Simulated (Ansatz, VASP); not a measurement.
One calculation of Ge, two programs

INCAR

```
  PREC = Accurate
  ENCUT = 520
  EDIFF = 1E-6
  ISMEAR = 0
  SIGMA = 0.15
  LREAL = F
  LASPH = T
  NELM = 100
  ALGO = Normal
  ISIF = 2
  LWAVE = F
  LCHARG = F
  NBANDS = 21
```

Contents of KPOINTS:

```
Automatic mesh
0
Gamma
  16 16 16
```

Contents of POSCAR:

```
Ge
1.0
    0.0000000000      3.0893622436      2.5752923662
    3.0893622436      0.0000000000      2.5752923662
    3.0893622436      3.0893622436      0.0000000000
Ge
2
Direct
    0.5000000000      0.5000000000      0.5000000000
    0.7500000000      0.7500000000      0.7500000000
```

Input for Ansatz:

```yaml
crystal:
  lattice:
    - [0.0, 3.0893622436, 2.5752923662]
    - [3.0893622436, 0.0, 2.5752923662]
    - [3.0893622436, 3.0893622436, 0.0]
  atoms:
    - { symbol: Ge, position: [0.5, 0.5, 0.5] }
    - { symbol: Ge, position: [0.75, 0.75, 0.75] }
basis:
  ecutwfc: 420
kpoints:
  mp_grid: { grid: [16, 16, 16] }
hamiltonian:
  xc: lda
scf:
  occupations: { method: gaussian, width: 0.15 }
output:
  forces: true
  stress: true
  eigenvalues: true
```

Alike in both runs: task single point; functional LDA; k mesh 16 × 16 × 16; occupations gaussian, width 0.15 eV; no spin polarisation.

```csv
,VASP,Ansatz
version,VASP 6.6.1,Ansatz 0.2.0
potentials or method,"VASP PAW LDA potentials, release 64 (Ge_d), cutoff 520 eV","scalar-relativistic, plane waves, PAW"
valence electrons in the cell,28,28
```

|  | VASP | Ansatz | Ansatz less VASP |
| --- | --- | --- | --- |
| gap on the k mesh at the Fermi level (eV) | none | none | - |
| pressure (GPa) | -5.8 | -5.8 | -0.02 |
| traceless stress, the component that is largest in VASP (GPa) | 5.26 | 5.25 | -0.010 |

LDA's correlation is that of Perdew and Zunger in VASP and of Perdew and Wang (1992) in Ansatz. A gap of «none» marks a metal or a gap that the smearing closes.
